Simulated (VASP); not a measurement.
# Mn (P6_3/mmc) in VASP: a series of runs

The runs below take Mn through single point, with PBEsol.

Program: VASP 6.6.1. These are calculated values, not measurements. Logs are shortened: lines on timing, memory, paths and dates and some standing lists are left out, and cuts for length are marked.

**1. The cell of the first run**

Symmetry: P6_3/mmc, No. 194, hexagonal system. The conventional cell has a = 2.484 Å, b = 2.484 Å, c = 4.026 Å, α = 90.00°, β = 90.00°, γ = 120.00°. Within 3.3 Å of Mn (site symmetry -6m2) lie 12 Mn at 2.47 to 2.48 Å.

**2. Single point, PBEsol, collinear spin, ferromagnetic start**

Contents of INCAR:

```
SYSTEM = Mn
  PREC = Accurate
  ENCUT = 520
  EDIFF = 1E-7
  ISMEAR = -1
  SIGMA = 0.1
  LREAL = .FALSE.
  LASPH = .TRUE.
  NELM = 150
  ALGO = Normal
  ISIF = 2
  LWAVE = .FALSE.
  LCHARG = .FALSE.
  ISPIN = 2
  MAGMOM = 4 4
  LORBIT = 11
  LMAXMIX = 4
  GGA = PS
  NBANDS = 24
```

Contents of KPOINTS:

```
Automatic mesh
0
G
  10 10 6
  0 0 0
```

Contents of POSCAR:

```
Mn
1.0
    2.4836457705      0.0000000000      0.0000000000
   -1.2418228853      2.1509003313      0.0000000000
    0.0000000000      0.0000000000      4.0261950000
Mn
2
Direct
    0.3333333333      0.6666666667      0.2500000000
    0.6666666667      0.3333333333      0.7500000000
```

Potentials or basis: VASP PAW PBE potentials, release 64 (Mn_pv).

Run with:

```sh
> cat potpaw_PBE.64/Mn_pv/POTCAR > POTCAR
> mpirun -np 1 vasp_std > vasp.out
```

OUTCAR:

```text
SYSTEM = Mn
   PREC = Accurate
   ENCUT = 520
   EDIFF = 1E-7
   ISMEAR = -1
   LREAL = .FALSE.
   LASPH = .TRUE.
   NELM = 150
   ISIF = 2
   ISPIN = 2
   LORBIT = 11
   GGA = PS

 ion  position               nearest neighbor table
   1  0.333  0.667  0.250-   2 2.47   2 2.47   2 2.47   2 2.47   2 2.47   2 2.47
   2  0.667  0.333  0.750-   1 2.47   1 2.47   1 2.47   1 2.47   1 2.47   1 2.47

  LATTYP: Found a hexagonal cell.
 ALAT       =     2.4836457705
 C/A-ratio  =     1.6210826229

  Lattice vectors:

 A1 = (   2.4836457705,   0.0000000000,   0.0000000000)
 A2 = (  -1.2418228853,   2.1509003313,   0.0000000000)
 A3 = (   0.0000000000,   0.0000000000,   4.0261950000)

Analysis of symmetry for initial positions (statically):
=====================================================================
 Subroutine PRICEL returns:
 Original cell was already a primitive cell.

 Routine SETGRP: Setting up the symmetry group for a
 hexagonal supercell.

 Subroutine GETGRP returns: Found 24 space group operations
 (whereof 12 operations were pure point group operations)
 out of a pool of 24 trial point group operations.

The static configuration has the point symmetry D_3d.
 The point group associated with its full space group is D_6h.

Analysis of symmetry for dynamics (positions and initial velocities):
=====================================================================
 Subroutine PRICEL returns:
 Original cell was already a primitive cell.

 Routine SETGRP: Setting up the symmetry group for a
 hexagonal supercell.

 Subroutine GETGRP returns: Found 24 space group operations
 (whereof 12 operations were pure point group operations)
 out of a pool of 24 trial point group operations.

The dynamic configuration has the point symmetry D_3d.
 The point group associated with its full space group is D_6h.

Analysis of structural, dynamic, and magnetic symmetry:
=====================================================================
 Subroutine PRICEL returns:
 Original cell was already a primitive cell.

 Routine SETGRP: Setting up the symmetry group for a
 hexagonal supercell.

 Subroutine GETGRP returns: Found 24 space group operations
 (whereof 12 operations were pure point group operations)
 out of a pool of 24 trial point group operations.

The overall configuration has the point symmetry D_3d.
 The point group associated with its full space group is D_6h.

 Subroutine INISYM returns: Found 24 space group operations
 (whereof 12 operations are pure point group operations),
 and found     1 'primitive' translations

----------------------------------------------------------------------------------------

                                     Primitive cell

  volume of cell :      21.5082

  direct lattice vectors                    reciprocal lattice vectors
     2.483645770  0.000000000  0.000000000     0.402633907  0.232460795  0.000000000
    -1.241822885  2.150900331  0.000000000     0.000000000  0.464921589  0.000000000
     0.000000000  0.000000000  4.026195000     0.000000000  0.000000000  0.248373464

  length of vectors
     2.483645770  2.483645771  4.026195000     0.464921589  0.464921589  0.248373464

  position of ions in fractional coordinates (direct lattice)
     0.333333333  0.666666667  0.250000000
     0.666666667  0.333333333  0.750000000

  ion indices of the primitive-cell ions
   primitive index   ion index
                 1           1
                 2           2

----------------------------------------------------------------------------------------

 KPOINTS: Automatic mesh

Automatic generation of k-mesh.
 Grid dimensions read from file:
 generate k-points for:   10   10    6

 Generating k-lattice:

  Cartesian coordinates                     Fractional coordinates (reciprocal lattice)
     0.040263391  0.023246079  0.000000000     0.100000000  0.000000000  0.000000000
     0.000000000  0.046492159  0.000000000     0.000000000  0.100000000  0.000000000
     0.000000000  0.000000000  0.041395577     0.000000000  0.000000000  0.166666667

  Length of vectors
     0.046492159  0.046492159  0.041395577

  Shift w.r.t. Gamma in fractional coordinates (k-lattice)
     0.000000000  0.000000000  0.000000000

 Subroutine IBZKPT returns following result:
 ===========================================

 Found     56 irreducible k-points:

 Following reciprocal coordinates:
            Coordinates               Weight
  0.000000  0.000000  0.000000      1.000000
  0.100000  0.000000  0.000000      6.000000
  0.200000  0.000000  0.000000      6.000000
  0.300000  0.000000  0.000000      6.000000
  0.400000  0.000000  0.000000      6.000000
  0.500000  0.000000  0.000000      3.000000
[... 16 lines left out ...]
  0.300000  0.100000  0.166667     24.000000
  0.400000  0.100000  0.166667     24.000000
 [... further k-points ...]
   k-points           NKPTS =     56   k-points in BZ     NKDIM =     56   number of bands    NBANDS=     24
   number of dos      NEDOS =    301   number of ions     NIONS =      2
   total plane-waves  NPLWV =   9720
   dimension x,y,z NGX =    18 NGY =   18 NGZ =   30
   dimension x,y,z NGXF=    36 NGYF=   36 NGZF=   60
   ions per type =               2
   NGX,Y,Z   is equivalent  to a cutoff of  12.05, 12.05, 12.39 a.u.
   NGXF,Y,Z  is equivalent  to a cutoff of  24.10, 24.10, 24.77 a.u.
 SYSTEM =  Mn
   PREC   = accura    normal or accurate (medium, high low for compatibility)
   ISTART =      0    job   : 0-new  1-cont  2-samecut
   ICHARG =      2    charge: 1-file 2-atom 10-const
   ISPIN  =      2    spin polarized calculation?
   LNONCOLLINEAR =      F non collinear calculations
   LSORBIT =      F    spin-orbit coupling
   LASPH  =      T    aspherical Exc in radial PAW
   ENCUT  =  520.0 eV  38.22 Ry    6.18 a.u.   4.62  4.62  7.49*2*pi/ulx,y,z
   NELM   =    150;   NELMIN=  2; NELMDL= -5     # of ELM steps
   EDIFF  = 0.1E-06   stopping-criterion for ELM
   LREAL  =      F    real-space projection
   EDIFFG = 0.1E-05   stopping-criterion for IOM
   NSW    =      0    number of steps for IOM
   IBRION =     -1    ionic relax: 0-MD 1-quasi-New 2-CG
   NFREE  =      0    steps in history (QN), initial steepest desc. (CG)
   ISIF   =      2    stress and relaxation
   ISYM   =      2    0-nonsym 1-usesym 2-fastsym
   POTIM  = 0.5000    time-step for ionic-motion
   TEBEG  =    0.0;   TEEND  =   0.0 temperature during run
   PSTRESS=    0.0 pullay stress
   NELECT =      26.0000    total number of electrons
   NUPDOWN=      -1.0000    fix difference up-down
   EMIN   =  10.00;   EMAX   =-10.00  energy-range for DOS
   EFERMI =   0.00;   METHOD = LEGACY
   ISMEAR =    -1;   SIGMA  =   0.10  broadening in eV -4-tet -1-fermi 0-gaus
   EFERMI_NEDOS =   21; number of points for ismear=-14 and -15
   IALGO  =     38    algorithm
   IMIX   =      4    mixing-type and parameters
     AMIX     =   0.40;   BMIX     =  1.00
     AMIX_MAG =   1.60;   BMIX_MAG =  1.00
  volume/ion in A,a.u.               =      10.75        72.57
  Fermi-wavevector in a.u.,A,eV,Ry     =   1.743938  3.295565 41.379665  3.041320
  Thomas-Fermi vector in A             =   2.815914
   LORBIT       =     11    0 simple, 1 ext, 2 COOP (PROOUT), +10 PAW based schemes
   GGA     = PS    functional components
   LHFCALC =     F    Hartree Fock is set to
   AEXX    =    0.0000 exact exchange contribution
   IVDW    =     0    specifies the selected vdW correction
   LEPSILON=     F    determine dielectric tensor
   LRPA    =     F    only Hartree local field effects (RPA)
 spin polarized calculation
  energy-cutoff  :      520.00
  volume of cell :       21.51
 maximum number of plane-waves:       588
   NGX =  9   NGY =  9   NGZ = 15

 number of electron      26.0000029 magnetization       1.1627513

 number of electron      26.0000029 magnetization      -0.0003424

 Free energy of the ion-electron system (eV)
  ---------------------------------------------------
  ext. energy  EPLUGINS =         0.00000000
  ---------------------------------------------------
  free energy    TOTEN  =       -19.42858313 eV

  energy without entropy =      -19.33293836  energy(sigma->0) =      -19.38076074

 E-fermi :  10.1987     XC(G=0): -14.1829

 val. band max:       10.1775029402   @ k =   0.4000   0.1000   0.3333
 cond. band min:      10.2120568499   @ k =   0.1000   0.0000   0.0000
 fundamental gap:      0.0345539097
 Fermi energy:        10.1986898853

 spin component 1

 k-point     1 :       0.0000    0.0000    0.0000
  band No.  band energies     occupation
      1     -37.9270      1.00000
      2     -37.2600      1.00000
      3     -37.2600      1.00000
      4     -37.1555      1.00000
      5     -37.1555      1.00000
      6     -37.1478      1.00000
[... 16 lines left out ...]
     23      36.5358      0.00000
     24      36.5358      0.00000
[... 598 lines left out ...]
      2     -37.7252      1.00000
      3     -37.5349      1.00000
      4     -37.4362      1.00000
      5     -37.3294      1.00000
      6     -37.2835      1.00000
[... 16 lines left out ...]
     23      28.6167      0.00000
     24      30.4265      0.00000

 [... further k-points ...]

 spin component 2

 k-point     1 :       0.0000    0.0000    0.0000
  band No.  band energies     occupation
      1     -37.9272      1.00000
      2     -37.2601      1.00000
      3     -37.2601      1.00000
      4     -37.1556      1.00000
      5     -37.1556      1.00000
      6     -37.1480      1.00000
[... 16 lines left out ...]
     23      36.5357      0.00000
     24      36.5358      0.00000
[... 598 lines left out ...]
      2     -37.7254      1.00000
      3     -37.5351      1.00000
      4     -37.4364      1.00000
      5     -37.3296      1.00000
      6     -37.2837      1.00000
[... 16 lines left out ...]
     23      28.6166      0.00000
     24      30.4264      0.00000

 [... further k-points ...]
[... 5 lines left out ...]
  --------------------------------------------------------------------------------------
  -------------------------------------------------------------------------------------
  Total       -1.4880410     -1.4880410     -1.6176667      0.0000000      0.0000000     -0.0000000
  in kB     -110.8461784   -110.8461784   -120.5021706      0.0000000      0.0000000     -0.0000000
  external PRESSURE =    -114.0648425 kB  Pullay stress =       0.0000000 kB

 VOLUME and BASIS-vectors are now :
 -----------------------------------------------------------------------------
  energy-cutoff  :      520.00
  volume of cell :       21.51
      direct lattice vectors                 reciprocal lattice vectors
     2.483645770  0.000000000  0.000000000     0.402633907  0.232460795  0.000000000
    -1.241822885  2.150900331  0.000000000     0.000000000  0.464921589  0.000000000
     0.000000000  0.000000000  4.026195000     0.000000000  0.000000000  0.248373464

 POSITION                                       TOTAL-FORCE (eV/Angst)
 -----------------------------------------------------------------------------------
     -0.00000      1.43393      1.00655         0.000000      0.000000      0.000000
      1.24182      0.71697      3.01965        -0.000000      0.000000      0.000000
 -----------------------------------------------------------------------------------
    total drift:                               -0.000000      0.000000     -0.000000

  FREE ENERGIE OF THE ION-ELECTRON SYSTEM (eV)
  ---------------------------------------------------
  free  energy   TOTEN  =       -19.4285831324 eV

  energy  without entropy=      -19.3329383558  energy(sigma->0) =      -19.38076074

 total charge

# of ion       s       p       d       tot
------------------------------------------
    1        0.429   6.403   5.157  11.990
    2        0.429   6.403   5.157  11.990
--------------------------------------------------
tot          0.858  12.807  10.314  23.979

 magnetization (x)

# of ion       s       p       d       tot
------------------------------------------
    1        0.000  -0.000  -0.000  -0.000
    2        0.000  -0.000  -0.000  -0.000
--------------------------------------------------
tot          0.000  -0.000  -0.000  -0.000
```

Wall time 21 s (1 thread of Intel Xeon 6975P-C (Granite Rapids), shared host); peak memory 0.16 GiB.

What came out:

```
Free energy                                           : -19.4286 eV
Pressure                                              : -11.4 GPa
Band gap on the k mesh                                : zero (filled and empty bands overlap)
Net moment                                            : 0.00 μB per cell
Valence electrons inside the program's atomic spheres : Mn 11.99
```

Stress tensor (GPa, compression positive):
```
-11.08   0.00   0.00
  0.00 -11.08   0.00
  0.00   0.00 -12.05
```

Caveat: the starting moments collapsed, and a magnetic state may lie lower; the PAW data sets were made with another functional, which shifts forces and pressure a little.

**3. Single point, PBEsol, collinear spin, ferromagnetic start**

Contents of INCAR:

```
  PREC = Accurate
  ENCUT = 520
  EDIFF = 1E-7
  ISMEAR = -1
  SIGMA = 0.1
  LREAL = False
  LASPH = True
  NELM = 150
  ALGO = Normal
  ISIF = 2
  LWAVE = False
  LCHARG = True
  ISPIN = 2
  MAGMOM = 4 4
  LORBIT = 11
  LMAXMIX = 4
  GGA = PS
  LELF = True
  LVHAR = True
  NBANDS = 24
```

Contents of KPOINTS:

```
Automatic mesh
0
Gamma
  10 10 6
```

POSCAR is that of step 2.

Potentials or basis: VASP PAW PBE potentials, release 64 (Mn_pv).

Run with:

```sh
> cat potpaw_PBE.64/Mn_pv/POTCAR > POTCAR
> mpirun -np 1 vasp_std > vasp.out
```

Run time: 22 s. Hardware: 1 thread of Intel Xeon 6975P-C (Granite Rapids), shared host; peak memory 0.15 GiB.

The run converged. Its results:

| Property | Result |
| --- | --- |
| Free energy | -19.4286 eV |
| Pressure | -11.4 GPa |
| Band gap on the k mesh | zero (filled and empty bands overlap) |
| Net moment | 0.00 μB per cell |
| Valence electrons inside the program's atomic spheres | Mn 11.99 |

Stress tensor (GPa, compression positive):
```
-11.08   0.00   0.00
  0.00 -11.08   0.00
  0.00   0.00 -12.05
```

Levels at points of the mesh, in eV from the Fermi level:
Spin up:
| k point | band 10 | band 11 | band 12 | band 13 | band 14 | band 15 | band 16 | band 17 |
| --- | --- | --- | --- | --- | --- | --- | --- | --- |
| (0.00, 0.00, 0.00) | -0.95 | -0.95 | -0.48 | -0.48 | 0.05 | 0.05 | 0.70 | 1.61 |
| (0.50, 0.00, 0.00) | -1.35 | -1.16 | -0.95 | -0.43 | 1.82 | 1.96 | 2.04 | 3.58 |
| (0.00, 0.00, 0.50) | -1.55 | -1.03 | -1.03 | -1.03 | -1.03 | 1.18 | 1.18 | 1.18 |
| (0.50, 0.00, 0.50) | -2.65 | 0.18 | 0.18 | 0.85 | 0.85 | 1.95 | 1.95 | 3.17 |
Spin down:
| k point | band 10 | band 11 | band 12 | band 13 | band 14 | band 15 | band 16 | band 17 |
| --- | --- | --- | --- | --- | --- | --- | --- | --- |
| (0.00, 0.00, 0.00) | -0.95 | -0.95 | -0.48 | -0.48 | 0.05 | 0.05 | 0.70 | 1.60 |
| (0.50, 0.00, 0.00) | -1.35 | -1.16 | -0.95 | -0.43 | 1.82 | 1.96 | 2.04 | 3.58 |
| (0.00, 0.00, 0.50) | -1.55 | -1.03 | -1.03 | -1.03 | -1.03 | 1.18 | 1.18 | 1.18 |
| (0.50, 0.00, 0.50) | -2.65 | 0.18 | 0.18 | 0.85 | 0.85 | 1.95 | 1.95 | 3.17 |

Caveat: the starting moments collapsed, and a magnetic state may lie lower; the PAW data sets were made with another functional, which shifts forces and pressure a little.
